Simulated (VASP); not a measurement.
Wanted: the native input for a VASP 6.6.1 run.

* Task: single point
* Functional: PBE
* Potentials or basis: VASP PAW PBE potentials, release 64 (Gd)
* Cutoff: 520 eV
* k mesh: 11 × 11 × 11
* Occupations: fermi-dirac, width 0.05 eV
* Spin: collinear spin, ferromagnetic start
* Starting moments: [7.0] μB
* Hubbard terms: Gd f U = 3.0 eV
* Dipole correction: no
* Further INCAR settings: ALGO = Normal; EDIFF = 1e-07; NBANDS = 19

The structure of Gd lies in POSCAR:

```
Gd
1.0
    0.0000000000      2.5858190855      2.5858190855
    2.5858190855      0.0000000000      2.5858190855
    2.5858190855      2.5858190855      0.0000000000
Gd
1
Direct
    0.0000000000      0.0000000000      0.0000000000
```

This isn't the form of Gd at room conditions, which is hcp.

The input as run:

INCAR

```
SYSTEM = Gd
  PREC = Accurate
  ENCUT = 520
  EDIFF = 1E-7
  ISMEAR = -1
  SIGMA = 0.05
  LREAL = .FALSE.
  LASPH = .TRUE.
  NELM = 150
  ALGO = Normal
  ISIF = 2
  LWAVE = .FALSE.
  LCHARG = .FALSE.
  ISPIN = 2
  MAGMOM = 7
  LORBIT = 11
  LMAXMIX = 6
  LDAU = .TRUE.
  LDAUTYPE = 2
  LDAUL = 3
  LDAUU = 3
  LDAUJ = 0
  LDAUPRINT = 1
  GGA = PE
  NBANDS = 19
```

KPOINTS

```
Automatic mesh
0
G
  11 11 11
  0 0 0
```

Potentials or basis: VASP PAW PBE potentials, release 64 (Gd).

The run is started by

```bash
$ cat potpaw_PBE.64/Gd/POTCAR > POTCAR
$ mpirun -np 1 vasp_std > vasp.out
```

Results of the run:

* Pressure: -0.9 GPa
* Net moment: 7.84 μB per cell
* Site moments: Gd +7.11 μB
* Valence electrons inside the program's atomic spheres: Gd 15.16

It took 2.7 min on 1 thread of Oxide Virtual Turin-like Processor, with other jobs on the host, peak memory 0.18 GiB.
